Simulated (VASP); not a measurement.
Set up this calculation in VASP 6.6.1, as the native input.

```yaml
Task: single point
Functional: PBEsol
Potentials_or_basis: VASP PAW PBE potentials, release 64 (In_d, P)
Cutoff: 520 eV
k_mesh: 11 × 11 × 11
Occupations: fermi-dirac, width 0.03 eV
Spin: no spin polarisation
Dipole_correction: no
Further_INCAR_settings: ALGO = Normal; EDIFF = 1e-07; NBANDS = 16
```

The structure of InP lies in POSCAR:

```
InP
1.0
    0.0000000000      2.8550000000      2.8264500000
    2.8550000000      0.0000000000      2.8264500000
    2.8550000000      2.8550000000      0.0000000000
In P
1 1
Direct
    0.0000000000      0.0000000000      0.0000000000
    0.5000000000      0.5000000000      0.5000000000
```

This cell differs from its parent crystal: zz strain of -1 %.

The input as run:

INCAR

```
PREC = Accurate ; ENCUT = 520
EDIFF = 1E-7 ; ISMEAR = -1
SIGMA = 0.03 ; LREAL = False
LASPH = True ; NELM = 60
ALGO = Normal ; ISIF = 2
LWAVE = False ; LCHARG = False
GGA = PS ; NBANDS = 16
```

KPOINTS

```
Automatic mesh
0
Gamma
  11 11 11
```

Potentials or basis: VASP PAW PBE potentials, release 64 (In_d, P).

Command:

```bash
$ cat potpaw_PBE.64/In_d/POTCAR potpaw_PBE.64/P/POTCAR > POTCAR
$ mpirun -np 1 vasp_std > vasp.out
```

Results of the run:

The pressure is -7.8 GPa and the band gap on the k mesh is zero (band 9 reaches 6.27 eV, above the bottom of band 10 at 3.88 eV).

Caveat: the cell differs from its parent crystal (zz strain of -1 %); the PAW data sets were made with another functional, which shifts forces and pressure a little; spin-orbit coupling is left out, which moves the levels of the heavy elements.

It took 35 s on 1 thread of Intel(R) Xeon(R) 6975P-C (Granite Rapids) (shared host), peak memory 0.22 GiB.
